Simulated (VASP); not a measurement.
# Ti (P6/mmm) in VASP: a series of runs

The runs below take Ti through single point, with PBEsol+U, PBEsol+D3(BJ).

All numbers are computed with VASP 6.6.1; they aren't measurements. Logs are shortened: lines on timing, memory, paths and dates and some standing lists are left out, and cuts for length are marked.

**1. The cell of the first run**

Symmetry: P6/mmm, No. 191, hexagonal system. The conventional cell has a = 4.567 Å, b = 4.567 Å, c = 2.826 Å, α = 90.00°, β = 90.00°, γ = 120.00°. Within 3.5 Å of Ti (site symmetry -6m2) lie 11 Ti at 2.64 to 2.99 Å. Ti (site symmetry 6/mmm) has 14 Ti at 2.83 to 2.99 Å within 3.7 Å.

**2. Single point, PBEsol+U**

Input file INCAR:

```
PREC = Accurate
ENCUT = 520
EDIFF = 1E-6
ISMEAR = -1
SIGMA = 0.05
LREAL = False
LASPH = True
NELM = 150
ALGO = Normal
ISIF = 2
LWAVE = False
LCHARG = False
LMAXMIX = 4
LDAU = True
LDAUTYPE = 2
LDAUL = 2
LDAUU = 4
LDAUJ = 0
LDAUPRINT = 1
GGA = PS
NBANDS = 25
```

Input file KPOINTS:

```
regular mesh
0
Gamma
  7 7 9
```

Input file POSCAR:

```
Ti
1.0
    4.5673748306      0.0000000000      0.0000000000
   -2.2836874153      3.9554626319      0.0000000000
    0.0000000000      0.0000000000      2.8262442700
Ti
3
Direct
    0.6666666667      0.3333333333      0.5000000000
    0.3333333333      0.6666666667      0.5000000000
    0.0000000000      0.0000000000      0.0000000000
```

Potentials or basis: VASP PAW PBE potentials, release 64 (Ti_sv).

Command:

```bash
cat potpaw_PBE.64/Ti_sv/POTCAR > POTCAR
mpirun -np 1 vasp_std > vasp.out
```

OUTCAR:

```text
PREC = Accurate
   ENCUT = 520
   EDIFF = 1E-6
   ISMEAR = -1
   LREAL = False
   LASPH = True
   NELM = 150
   ISIF = 2
   GGA = PS

 ion  position               nearest neighbor table
   1  0.667  0.333  0.500-   2 2.64   2 2.64   2 2.64
   2  0.333  0.667  0.500-   1 2.64   1 2.64   1 2.64
   3  0.000  0.000  0.000-

  LATTYP: Found a hexagonal cell.
 ALAT       =     4.5673748306
 C/A-ratio  =     0.6187896494

  Lattice vectors:

 A1 = (   4.5673748306,   0.0000000000,   0.0000000000)
 A2 = (  -2.2836874153,   3.9554626319,   0.0000000000)
 A3 = (   0.0000000000,   0.0000000000,   2.8262442700)

Analysis of symmetry for initial positions (statically):
=====================================================================
 Subroutine PRICEL returns:
 Original cell was already a primitive cell.

 Routine SETGRP: Setting up the symmetry group for a
 hexagonal supercell.

 Subroutine GETGRP returns: Found 24 space group operations
 (whereof 24 operations were pure point group operations)
 out of a pool of 24 trial point group operations.

The static configuration has the point symmetry D_6h.

Analysis of symmetry for dynamics (positions and initial velocities):
=====================================================================
 Subroutine PRICEL returns:
 Original cell was already a primitive cell.

 Routine SETGRP: Setting up the symmetry group for a
 hexagonal supercell.

 Subroutine GETGRP returns: Found 24 space group operations
 (whereof 24 operations were pure point group operations)
 out of a pool of 24 trial point group operations.

The dynamic configuration has the point symmetry D_6h.

 Subroutine INISYM returns: Found 24 space group operations
 (whereof 24 operations are pure point group operations),
 and found     1 'primitive' translations

----------------------------------------------------------------------------------------

                                     Primitive cell

  volume of cell :      51.0592

  direct lattice vectors                    reciprocal lattice vectors
     4.567374831  0.000000000  0.000000000     0.218944150  0.126407464  0.000000000
    -2.283687415  3.955462632  0.000000000     0.000000000  0.252814928  0.000000000
     0.000000000  0.000000000  2.826244270     0.000000000  0.000000000  0.353826458

  length of vectors
     4.567374831  4.567374831  2.826244270     0.252814928  0.252814928  0.353826458

  position of ions in fractional coordinates (direct lattice)
     0.666666667  0.333333333  0.500000000
     0.333333333  0.666666667  0.500000000
     0.000000000  0.000000000  0.000000000

  ion indices of the primitive-cell ions
   primitive index   ion index
                 1           1
                 2           2
                 3           3

----------------------------------------------------------------------------------------

 KPOINTS: regular mesh

Automatic generation of k-mesh.
 Grid dimensions read from file:
 generate k-points for:    7    7    9

 Generating k-lattice:

  Cartesian coordinates                     Fractional coordinates (reciprocal lattice)
     0.031277736  0.018058209  0.000000000     0.142857143 -0.000000000  0.000000000
     0.000000000  0.036116418  0.000000000     0.000000000  0.142857143  0.000000000
     0.000000000  0.000000000  0.039314051     0.000000000  0.000000000  0.111111111

  Length of vectors
     0.036116418  0.036116418  0.039314051

  Shift w.r.t. Gamma in fractional coordinates (k-lattice)
     0.000000000  0.000000000  0.000000000

 Subroutine IBZKPT returns following result:
 ===========================================

 Found     40 irreducible k-points:

 Following reciprocal coordinates:
            Coordinates               Weight
  0.000000  0.000000  0.000000      1.000000
  0.142857  0.000000  0.000000      6.000000
  0.285714  0.000000  0.000000      6.000000
  0.428571  0.000000  0.000000      6.000000
  0.142857  0.142857  0.000000      6.000000
  0.285714  0.142857  0.000000     12.000000
[... 16 lines left out ...]
  0.428571  0.142857  0.222222     12.000000
  0.285714  0.285714  0.222222     12.000000
 [... further k-points ...]
   k-points           NKPTS =     40   k-points in BZ     NKDIM =     40   number of bands    NBANDS=     25
   number of dos      NEDOS =    301   number of ions     NIONS =      3
   total plane-waves  NPLWV =  31104
   dimension x,y,z NGX =    36 NGY =   36 NGZ =   24
   dimension x,y,z NGXF=    72 NGYF=   72 NGZF=   48
   ions per type =               3
   NGX,Y,Z   is equivalent  to a cutoff of  13.10, 13.10, 14.12 a.u.
   NGXF,Y,Z  is equivalent  to a cutoff of  26.21, 26.21, 28.23 a.u.
 SYSTEM =  unknown system
   PREC   = accura    normal or accurate (medium, high low for compatibility)
   ISTART =      0    job   : 0-new  1-cont  2-samecut
   ICHARG =      2    charge: 1-file 2-atom 10-const
   ISPIN  =      1    spin polarized calculation?
   LNONCOLLINEAR =      F non collinear calculations
   LSORBIT =      F    spin-orbit coupling
   LASPH  =      T    aspherical Exc in radial PAW
   ENCUT  =  520.0 eV  38.22 Ry    6.18 a.u.   8.49  8.49  5.25*2*pi/ulx,y,z
   NELM   =    150;   NELMIN=  2; NELMDL= -5     # of ELM steps
   EDIFF  = 0.1E-05   stopping-criterion for ELM
   LREAL  =      F    real-space projection
   EDIFFG = 0.1E-04   stopping-criterion for IOM
   NSW    =      0    number of steps for IOM
   IBRION =     -1    ionic relax: 0-MD 1-quasi-New 2-CG
   NFREE  =      0    steps in history (QN), initial steepest desc. (CG)
   ISIF   =      2    stress and relaxation
   ISYM   =      2    0-nonsym 1-usesym 2-fastsym
   POTIM  = 0.5000    time-step for ionic-motion
   TEBEG  =    0.0;   TEEND  =   0.0 temperature during run
   PSTRESS=    0.0 pullay stress
   NELECT =      36.0000    total number of electrons
   NUPDOWN=      -1.0000    fix difference up-down
   EMIN   =  10.00;   EMAX   =-10.00  energy-range for DOS
   EFERMI =   0.00;   METHOD = LEGACY
   ISMEAR =    -1;   SIGMA  =   0.05  broadening in eV -4-tet -1-fermi 0-gaus
   EFERMI_NEDOS =   21; number of points for ismear=-14 and -15
   IALGO  =     38    algorithm
   IMIX   =      4    mixing-type and parameters
     AMIX     =   0.40;   BMIX     =  1.00
     AMIX_MAG =   1.60;   BMIX_MAG =  1.00
  volume/ion in A,a.u.               =      17.02       114.85
  Fermi-wavevector in a.u.,A,eV,Ry     =   1.457084  2.753489 28.886426  2.123092
  Thomas-Fermi vector in A             =   2.573926
   LORBIT       =      0    0 simple, 1 ext, 2 COOP (PROOUT), +10 PAW based schemes
 LDA+U is selected, type is set to LDAUTYPE =  2
   angular momentum for each species LDAUL =     2
   U (eV)           for each species LDAUU =   4.0
   J (eV)           for each species LDAUJ =   0.0
   GGA     = PS    functional components
   LHFCALC =     F    Hartree Fock is set to
   AEXX    =    0.0000 exact exchange contribution
   IVDW    =     0    specifies the selected vdW correction
   LEPSILON=     F    determine dielectric tensor
   LRPA    =     F    only Hartree local field effects (RPA)
 non-spin polarized calculation
  energy-cutoff  :      520.00
  volume of cell :       51.06
 maximum number of plane-waves:      1402
 NGX is ok and might be reduce to    36
   NGX = 17   NGY = 17   NGZ = 11

atom =   1  type =  1  l = 2

 onsite density matrix

spin component  1

  0.2059  0.0000 -0.0000 -0.0000 -0.0000
  0.0000  0.1454  0.0000  0.0000  0.0000
 -0.0000  0.0000  0.2093 -0.0000 -0.0000
 -0.0000  0.0000 -0.0000  0.1454  0.0000
 -0.0000  0.0000 -0.0000  0.0000  0.2059

spin component  2

  0.2059  0.0000 -0.0000 -0.0000 -0.0000
  0.0000  0.1454  0.0000  0.0000  0.0000
 -0.0000  0.0000  0.2093 -0.0000 -0.0000
 -0.0000  0.0000 -0.0000  0.1454  0.0000
 -0.0000  0.0000 -0.0000  0.0000  0.2059
[... 67 lines left out ...]
 occupancies and eigenvectors

  o =  0.1323  v =  0.0000 -0.0000  0.0000 -0.0000  1.0000  0.0000  0.0000  0.0000  0.0000  0.0000      0.0000  0.0000  0.0000  0.0000  0.0000  0.0000  0.0000  0.0000  0.0000  0.0000
  o =  0.1323  v =  0.0000  0.0000  0.0000  0.0000  0.0000  0.0000 -0.0000  0.0000 -0.0000  1.0000      0.0000  0.0000  0.0000  0.0000  0.0000  0.0000  0.0000  0.0000  0.0000  0.0000
  o =  0.1323  v =  0.0000  0.0000  0.0000  0.0000  0.0000  1.0000  0.0000  0.0000  0.0000  0.0000      0.0000  0.0000  0.0000  0.0000  0.0000  0.0000  0.0000  0.0000  0.0000  0.0000
  o =  0.1323  v =  1.0000  0.0000  0.0000  0.0000  0.0000  0.0000  0.0000  0.0000  0.0000  0.0000      0.0000  0.0000  0.0000  0.0000  0.0000  0.0000  0.0000  0.0000  0.0000  0.0000
  o =  0.1439  v =  0.0000  0.0000 -1.0000 -0.0000  0.0000  0.0000  0.0000  0.0000  0.0000  0.0000      0.0000  0.0000  0.0000  0.0000  0.0000  0.0000  0.0000  0.0000  0.0000  0.0000
  o =  0.1439  v =  0.0000  0.0000  0.0000  0.0000  0.0000  0.0000  0.0000 -1.0000 -0.0000  0.0000      0.0000  0.0000  0.0000  0.0000  0.0000  0.0000  0.0000  0.0000  0.0000  0.0000
  o =  0.2113  v =  0.0000 -1.0000 -0.0000 -0.0000 -0.0000  0.0000  0.0000  0.0000  0.0000  0.0000      0.0000  0.0000  0.0000  0.0000  0.0000  0.0000  0.0000  0.0000  0.0000  0.0000
  o =  0.2113  v =  0.0000  0.0000  0.0000  0.0000  0.0000  0.0000 -1.0000 -0.0000 -0.0000 -0.0000      0.0000  0.0000  0.0000  0.0000  0.0000  0.0000  0.0000  0.0000  0.0000  0.0000
  o =  0.2113  v =  0.0000  0.0000  0.0000  0.0000  0.0000  0.0000 -0.0000 -0.0000  1.0000  0.0000      0.0000  0.0000  0.0000  0.0000  0.0000  0.0000  0.0000  0.0000  0.0000  0.0000
  o =  0.2113  v =  0.0000 -0.0000 -0.0000  1.0000  0.0000  0.0000  0.0000  0.0000  0.0000  0.0000      0.0000  0.0000  0.0000  0.0000  0.0000  0.0000  0.0000  0.0000  0.0000  0.0000

 number of electron      35.9999989 magnetization

 Free energy of the ion-electron system (eV)
  ---------------------------------------------------
  ext. energy  EPLUGINS =         0.00000000
  ---------------------------------------------------
  free energy    TOTEN  =       -16.04588901 eV

  energy without entropy =      -16.02928989  energy(sigma->0) =      -16.03758945

 E-fermi :   8.8376     XC(G=0): -11.7888

 val. band max:        8.7941534956   @ k =   0.4286   0.0000   0.0000
 cond. band min:       8.8391857328   @ k =   0.4286   0.1429   0.1111
 fundamental gap:      0.0450322371
 Fermi energy:         8.8375982293

 k-point     1 :       0.0000    0.0000    0.0000
  band No.  band energies     occupation
      1     -48.9738      2.00000
      2     -48.6548      2.00000
      3     -48.4859      2.00000
      4     -25.3428      2.00000
      5     -25.3428      2.00000
      6     -25.1683      2.00000
[... 17 lines left out ...]
     24      10.7899      0.00000
     25      11.0897      0.00000
[... 621 lines left out ...]
      3     -48.5376      2.00000
      4     -25.3456      2.00000
      5     -25.3391      2.00000
      6     -25.2563      2.00000
[... 17 lines left out ...]
     24      11.6200      0.00000
     25      11.6651      0.00000

 [... further k-points ...]
[... 5 lines left out ...]
  --------------------------------------------------------------------------------------
  -------------------------------------------------------------------------------------
  Total        2.2211737      2.2211737      1.4087429      0.0000000      0.0000000      0.0000000
  in kB       69.6978653     69.6978653     44.2047235      0.0000000      0.0000000      0.0000000
  external PRESSURE =      61.2001513 kB  Pullay stress =       0.0000000 kB

 VOLUME and BASIS-vectors are now :
 -----------------------------------------------------------------------------
  energy-cutoff  :      520.00
  volume of cell :       51.06
      direct lattice vectors                 reciprocal lattice vectors
     4.567374831  0.000000000  0.000000000     0.218944150  0.126407464  0.000000000
    -2.283687415  3.955462632  0.000000000     0.000000000  0.252814928  0.000000000
     0.000000000  0.000000000  2.826244270     0.000000000  0.000000000  0.353826458

 POSITION                                       TOTAL-FORCE (eV/Angst)
 -----------------------------------------------------------------------------------
      2.28369      1.31849      1.41312        -0.000000     -0.000000      0.000000
     -0.00000      2.63698      1.41312        -0.000000      0.000000     -0.000000
      0.00000      0.00000      0.00000         0.000000      0.000000      0.000000
 -----------------------------------------------------------------------------------
    total drift:                                0.000000      0.000000     -0.000000

  FREE ENERGIE OF THE ION-ELECTRON SYSTEM (eV)
  ---------------------------------------------------
  free  energy   TOTEN  =       -16.0458890129 eV

  energy  without entropy=      -16.0292898856  energy(sigma->0) =      -16.03758945
```

Run time: 65 s. Hardware: 1 thread of AMD EPYC 7R13 (Zen 3), shared host; peak memory 0.16 GiB.

Results:

```
Free energy            : -16.0459 eV
Pressure               : 6.1 GPa
Band gap on the k mesh : zero (band 18 reaches 8.88 eV, above the bottom of band 19 at 8.77 eV)
```

Eigenvalues of the final occupation matrices:
| site | spin | trace | eigenvalues |
| --- | --- | --- | --- |
| site 1 d | 1 | 0.91 | 0.15 0.15 0.21 0.21 0.21 |
| site 1 d | 2 | 0.91 | 0.15 0.15 0.21 0.21 0.21 |
| site 2 d | 1 | 0.91 | 0.15 0.15 0.21 0.21 0.21 |
| site 2 d | 2 | 0.91 | 0.15 0.15 0.21 0.21 0.21 |
| site 3 d | 1 | 0.83 | 0.13 0.13 0.14 0.21 0.21 |
| site 3 d | 2 | 0.83 | 0.13 0.13 0.14 0.21 0.21 |

Caveat: the PAW data sets were made with another functional, which shifts forces and pressure a little; U without spin polarisation on a metal has little footing; the U is typed as a test and isn't derived for this compound.

(Part 1 of 2 ends here.)
